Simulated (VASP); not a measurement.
A run of VASP 6.6.1 is set up as follows.

INCAR

```
SYSTEM = SrRhN2
PREC = Accurate
ENCUT = 520
EDIFF = 1E-6
ISMEAR = 0
SIGMA = 0.1
LREAL = .FALSE.
LASPH = .TRUE.
NELM = 100
ALGO = Normal
ISIF = 2
LWAVE = .FALSE.
LCHARG = .TRUE.
GGA = PE
LELF = .TRUE.
LVHAR = .TRUE.
NBANDS = 26
```

Contents of KPOINTS:

```
regular mesh
0
G
  12 12 12
  0 0 0
```

File POSCAR:

```
SrRhN2
1.0
    3.8988583623      0.0000000000      0.0000000000
    0.0000000000      3.8988583623      0.0000000000
    0.0000000000      0.0000000000      3.8462132582
Sr Rh N
1 1 2
Direct
    0.5000000000      0.5000000000      0.5000000000
    0.0000000000      0.0000000000      0.0000000000
    0.5000000000      0.0000000000      0.0000000000
    0.0000000000      0.5000000000      0.0000000000
```

Potentials or basis: VASP PAW PBE potentials, release 64 (Sr_sv, Rh_pv, N).

Command:

```bash
$ cat potpaw_PBE.64/Sr_sv/POTCAR potpaw_PBE.64/Rh_pv/POTCAR potpaw_PBE.64/N/POTCAR > POTCAR
$ mpirun -np 1 vasp_std > vasp.out
```

(1) Predict the pressure.

(2) What does it give for the band gap on the k mesh?

Results:

(1) 0.1 GPa.

(2) zero (an odd number of electrons rules out a gap without spin polarisation).
